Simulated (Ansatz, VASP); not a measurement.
**Si in VASP and in Ansatz**

File INCAR:

```
SYSTEM = Si
  ALGO = Normal
  EDIFF = 1E-6
  ENCUT = 520
  GGA = PE
  ISIF = 2
  ISMEAR = 0
  LASPH = .TRUE.
  LCHARG = .FALSE.
  LREAL = .FALSE.
  LWAVE = .FALSE.
  NBANDS = 11
  NELM = 60
  PREC = Accurate
  SIGMA = 0.05
```

Contents of KPOINTS:

```
k-points
0
G
  8 8 8
  0 0 0
```

POSCAR

```
Si
1.0
    0.0000000000      3.1314389932      2.5434395316
    2.5297651255      0.0000000000      2.5434395316
    2.5297651255      3.1314389932      0.0000000000
Si
2
Direct
    0.5000000000      0.5000000000      0.5000000000
    0.7500000000      0.7500000000      0.7500000000
```

Input for Ansatz:

```yaml
crystal:
  lattice:
    - [0.0, 3.1314389932, 2.5434395316]
    - [2.5297651255, 0.0, 2.5434395316]
    - [2.5297651255, 3.1314389932, 0.0]
  atoms:
    - { symbol: Si, position: [0.5, 0.5, 0.5] }
    - { symbol: Si, position: [0.75, 0.75, 0.75] }
basis:
  ecutwfc: 420
kpoints:
  mp_grid: { grid: [8, 8, 8] }
hamiltonian:
  xc: pbe
scf:
  occupations: { method: gaussian, width: 0.05 }
output:
  forces: true
  stress: true
  eigenvalues: true
  write_density: true
  write_potential: true
  elf: true
  volumetric_format: npy
```

Change from the starting cell: strain +e along x and -e along y -0.1100, strain +e along z and -e/2 along x and y -0.0700.

Alike in both runs: task single point; functional PBE; k mesh 8 × 8 × 8; occupations gaussian, width 0.05 eV; no spin polarisation.

|  | VASP | Ansatz |
| --- | --- | --- |
| version | VASP 6.6.1 | Ansatz 0.2.0 |
| potentials or method | VASP PAW PBE potentials, release 64 (Si), cutoff 520 eV | scalar-relativistic, plane waves, PAW |
| valence electrons in the cell | 8 | 8 |

|  | VASP | Ansatz | Ansatz less VASP |
| --- | --- | --- | --- |
| gap on the k mesh at the Fermi level (eV) | none | none | - |
| pressure (GPa) | 0.0 | 0.1 | +0.07 |
| traceless stress, the component that is largest in VASP (GPa) | -16.22 | -16.17 | +0.048 |

A gap of «none» marks a metal or a gap that the smearing closes.
